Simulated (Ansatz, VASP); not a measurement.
# One calculation of BeAu2S2, two programs

```
Be S Au
1.0
     4.00051    0.00000    0.00000
     0.00000    4.00051    0.00000
     0.00000    0.00000    6.90213
Be S Au
1 2 2
Direct
  0.50000 0.50000 0.50000
  0.00000 0.50000 0.50000
  0.50000 0.00000 0.50000
  0.00000 0.50000 0.00000
  0.50000 0.00000 0.00000
```

Alike in both runs: task relaxation of cell and atoms; functional PBE; k mesh 4 × 4 × 4; occupations gaussian, width 0.1 eV; no spin polarisation.

|  | VASP | Ansatz |
| --- | --- | --- |
| version | VASP 6.6.1 | Ansatz 0.2.0 |
| potentials or method | VASP PAW PBE potentials, release 64 (Be, S, Au), cutoff 600 eV | scalar-relativistic, plane waves, PAW |
| valence electrons in the cell | 36 | 52 |

|  | VASP | Ansatz | Ansatz less VASP |
| --- | --- | --- | --- |
| gap on the k mesh at the Fermi level, each at its own relaxed structure (eV) | none | none | - |
| relaxed volume (Å³/atom) | 18.45 | 18.54 | +0.095 |
| relaxed cell length with the largest relative difference (Å) | 4.368 | 4.381 | +0.0130 |

A gap of «none» marks a metal or a gap that the smearing closes. VASP's potentials hold 36 valence electrons a cell and Ansatz's 52, so a difference there can come from the potentials and not from the codes.

The k mesh is coarse, so the values compare programs but aren't converged. Neither program's run includes spin-orbit coupling. Noted on VASP's run: the volume moved by over 15 % at a fixed basis, so the end points are rough.
